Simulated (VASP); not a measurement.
Wanted: the native input for a VASP 6.6.1 run.

```yaml
Task: relaxation of cell and atoms
Functional: LDA
Potentials_or_basis: VASP PAW LDA potentials, release 64 (In_d, O)
Cutoff: 600 eV
k_mesh: 6 × 6 × 6
Occupations: gaussian, width 0.01 eV
Spin: no spin polarisation
Dipole_correction: no
Further_INCAR_settings: ALGO = Normal; EDIFF = 1e-07; IBRION = 2; EDIFFG = -0.01; NSW = 80; ISIF = 3
```

The structure of In2O3 lies in POSCAR:

```
In2O3
1.0
    2.7435000000      1.5839604635      4.8366666667
   -2.7435000000      1.5839604635      4.8366666667
    0.0000000000     -3.1679209270      4.8366666667
In O
4 6
Direct
    0.3573103333      0.3573103333      0.3573103333
    0.1426896667      0.1426896667      0.1426896667
    0.6426896667      0.6426896667      0.6426896667
    0.8573103333      0.8573103333      0.8573103333
    0.5480000000      0.9520000000      0.2500000000
    0.2500000000      0.5480000000      0.9520000000
    0.7500000000      0.4520000000      0.0480000000
    0.9520000000      0.2500000000      0.5480000000
    0.4520000000      0.0480000000      0.7500000000
    0.0480000000      0.7500000000      0.4520000000
```

The input as run:

INCAR

```
PREC = Accurate
ENCUT = 600
EDIFF = 1E-7
ISMEAR = 0
SIGMA = 0.01
LREAL = False
LASPH = True
NELM = 120
ALGO = Normal
ISIF = 3
LWAVE = False
LCHARG = False
IBRION = 2
NSW = 80
EDIFFG = -0.01
GGA_COMPAT = False
NELMIN = 4
```

KPOINTS

```
regular mesh
0
Gamma
  6 6 6
```

Potentials or basis: VASP PAW LDA potentials, release 64 (In_d, O).

Launch:

```bash
$ cat potpaw_LDA.64/In_d/POTCAR potpaw_LDA.64/O/POTCAR > POTCAR
$ mpirun -np 1 vasp_std > vasp.out
```

It gave:

```yaml
Relaxed_volume: 12.41 Å³/atom
Relaxed_cell: a = 5.742 Å, b = 5.742 Å, c = 5.742 Å, α = 56.84°, β = 56.84°, γ = 56.84°
Space_group_after_relaxing_to_0.1_Å: R-3c (No. 167)
Energy_gained_by_relaxing: 2.4 meV/atom
Ionic_steps: 8
Pressure_after_relaxing: 0.0 GPa
Largest_force_after_relaxing: 0.004 eV/Å
Band_gap_on_the_k_mesh: 1.29 eV (least direct gap 1.33 eV)
```

Caveat: spin-orbit coupling is left out, which moves the levels of the heavy elements.

It took 27 min on 1 thread of Intel(R) Xeon(R) Platinum 8259CL CPU @ 2.50GHz (Skylake/Cascade Lake), on a shared host, peak memory 0.39 GiB.
